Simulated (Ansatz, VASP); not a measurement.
## One calculation of Pb4F, two programs

```
Pb F
1.0
     4.28182    0.00000    0.00000
     0.00000    4.28182    0.00000
     0.00000    0.00000    6.05541
Pb F
4 1
Direct
  0.50000 0.00000 0.25000
  0.00000 0.50000 0.75000
  0.50000 0.00000 0.75000
  0.00000 0.50000 0.25000
  0.00000 0.00000 0.00000
```

Change from the starting cell: ordered vacancies on the anion sites of antifluorite (P4/mmm, No. 123).

Alike in both runs: task relaxation of cell and atoms; functional PBE; k mesh 4 × 4 × 4; occupations gaussian, width 0.1 eV; no spin polarisation.

```csv
,VASP,Ansatz
version,VASP 6.6.1,Ansatz 0.2.0
potentials or method,"VASP PAW PBE potentials, release 64 (Pb_d, F), cutoff 600 eV","scalar-relativistic, plane waves, PAW"
valence electrons in the cell,63,63
```

VASP gave:

```
gap on the k mesh at the Fermi level, each at its own relaxed structure (eV) : none
relaxed volume (Å³/atom)                                                     : 29.19
relaxed cell length with the largest relative difference (Å)                 : 6.460
```

**Question.** Estimate Ansatz's values.

**Answer.** gap on the k mesh at the Fermi level, each at its own relaxed structure (eV): none; relaxed volume (Å³/atom): 29.23; relaxed cell length with the largest relative difference (Å): 6.468.

A gap of «none» marks a metal or a gap that the smearing closes.

The k mesh is coarse, so the values compare programs but aren't converged. Spin-orbit coupling is off throughout. Noted on VASP's run: the volume moved by over 15 % at a fixed basis, so the end points are rough.
